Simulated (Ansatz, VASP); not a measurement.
Hf: VASP beside Ansatz

The input INCAR:

```
  PREC = Accurate
  ENCUT = 400
  EDIFF = 1E-6
  ISMEAR = 1
  SIGMA = 0.1
  LREAL = F
  LASPH = T
  NELM = 120
  ALGO = Normal
  ISIF = 2
  LWAVE = F
  LCHARG = F
  LDIPOL = T
  IDIPOL = 3
  DIPOL = 0.5 0.5 0.337
  GGA = PE
  IVDW = 12
  NBANDS = 72
  GGA_COMPAT = F
  NELMDL = -8
```

KPOINTS

```
Automatic mesh
0
Gamma
  9 9 1
```

POSCAR

```
Hf
1.0
    0.0000000289      5.4980656699      0.0000000000
   -4.7614645563     -2.7490328099      0.0000000000
    0.0000000000      0.0000000000     28.7506773055
Hf
12
Direct
    0.6666670000      0.6666670000      0.2086907357
    0.3333330000      1.0000000000      0.2086907357
    0.0000000000      0.3333330000      0.2086907357
    0.3338777834      0.3337306214      0.2911466291
   -0.0001471620      0.6661222166      0.2911466291
    0.6662693786      0.0001471620      0.2911466291
    0.6659427953      0.6658545951      0.3807249724
    0.3341454049      1.0000882002      0.3807249724
   -0.0000882002      0.3340572047      0.3807249724
    0.3239081212      0.3248892759      0.4676427717
    0.0009811548      0.6760918788      0.4676427717
    0.6751107241     -0.0009811548      0.4676427717
```

Input for Ansatz:

```yaml
crystal:
  lattice:
    - [2.89e-08, 5.4980656699, 0.0]
    - [-4.7614645563, -2.7490328099, 0.0]
    - [0.0, 0.0, 28.7506773055]
  atoms:
    - { symbol: Hf, position: [0.666667, 0.666667, 0.2086907357] }
    - { symbol: Hf, position: [0.333333, 1.0, 0.2086907357] }
    - { symbol: Hf, position: [0.0, 0.333333, 0.2086907357] }
    - { symbol: Hf, position: [0.3338777834, 0.3337306214, 0.2911466291] }
    - { symbol: Hf, position: [-0.000147162, 0.6661222166, 0.2911466291] }
    - { symbol: Hf, position: [0.6662693786, 0.000147162, 0.2911466291] }
    - { symbol: Hf, position: [0.6659427953, 0.6658545951, 0.3807249724] }
    - { symbol: Hf, position: [0.3341454049, 1.0000882002, 0.3807249724] }
    - { symbol: Hf, position: [-8.82002e-05, 0.3340572047, 0.3807249724] }
    - { symbol: Hf, position: [0.3239081212, 0.3248892759, 0.4676427717] }
    - { symbol: Hf, position: [0.0009811548, 0.6760918788, 0.4676427717] }
    - { symbol: Hf, position: [0.6751107241, -0.0009811548, 0.4676427717] }
basis:
  ecutwfc: 420
kpoints:
  mp_grid: { grid: [9, 9, 1] }
hamiltonian:
  xc: pbe
  dispersion: d3bj
  pseudopotentials: { kind: paw, azcp: { folder: soft_1 } }
scf:
  occupations: { method: methfessel_paxton, width: 0.1 }
  n_extra_bands: 14
  max_iter: 160
output:
  forces: true
  eigenvalues: true
efield:
  axis: 3
  dipole_correction: true
```

Alike in both runs: task single point; functional PBE; dispersion D3(BJ); k mesh 9 × 9 × 1; occupations methfessel-paxton of order 1, width 0.1 eV; no spin polarisation.

|  | VASP | Ansatz |
| --- | --- | --- |
| version | VASP 6.6.1 | Ansatz 0.2.0 |
| potentials or method | VASP PAW PBE potentials, release 64 (Hf_pv), cutoff 400 eV | scalar-relativistic, plane waves, PAW |
| valence electrons in the cell | 120 | 312 |

Ansatz gave:

| Quantity | Value |
| --- | --- |
| gap on the k mesh at the Fermi level (eV) | none |
| rms of the force components (eV/Å) | 0.292 |

Problem. What did VASP give for the same quantities?

Solution. gap on the k mesh at the Fermi level (eV): none; rms of the force components (eV/Å): 0.303.

Atom by atom the forces differ by 0.019 eV/Å (rms over components). A gap of «none» marks a metal or a gap that the smearing closes. VASP's potentials hold 120 valence electrons a cell and Ansatz's 312, so a difference there can come from the potentials and not from the codes.

Spin-orbit coupling is off throughout.
